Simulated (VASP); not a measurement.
A run of VASP 6.6.1:

Contents of INCAR:

```
ALGO = Normal
EDIFF = 1E-7
ENCUT = 520
ISIF = 2
ISMEAR = -1
ISPIN = 2
LASPH = T
LCHARG = F
LMAXMIX = 4
LORBIT = 11
LREAL = F
LWAVE = F
MAGMOM = 0.7 0
NBANDS = 22
NELM = 150
PREC = Accurate
SIGMA = 0.08
```

Contents of KPOINTS:

```
k-points
0
Gamma
  12 12 9
```

File POSCAR:

```
CuAu
1.0
    2.8107494552      0.0000000000      0.0000000000
    0.0000000000      2.8107494552      0.0000000000
    0.0000000000      0.0000000000      3.6850000000
Cu Au
1 1
Direct
    0.5000000000      0.5000000000      0.5000000000
    0.0000000000      0.0000000000      0.0000000000
```

Potentials or basis: VASP PAW LDA potentials, release 64 (Cu, Au).

Run with:

```sh
$ cat potpaw_LDA.64/Cu/POTCAR potpaw_LDA.64/Au/POTCAR > POTCAR
$ mpirun -np 1 vasp_std > vasp.out
```

Hardware: 1 thread of AMD EPYC 9R45 96-Core Processor (Zen 5), with other jobs on the host.

**Question.** How long does it take, and how much memory?

**Answer.** Run time: 120 s on 1 thread of AMD EPYC 9R45 96-Core Processor (Zen 5), with other jobs on the host, peak memory 0.21 GiB. Counts: scf iterations 15, k points 140.
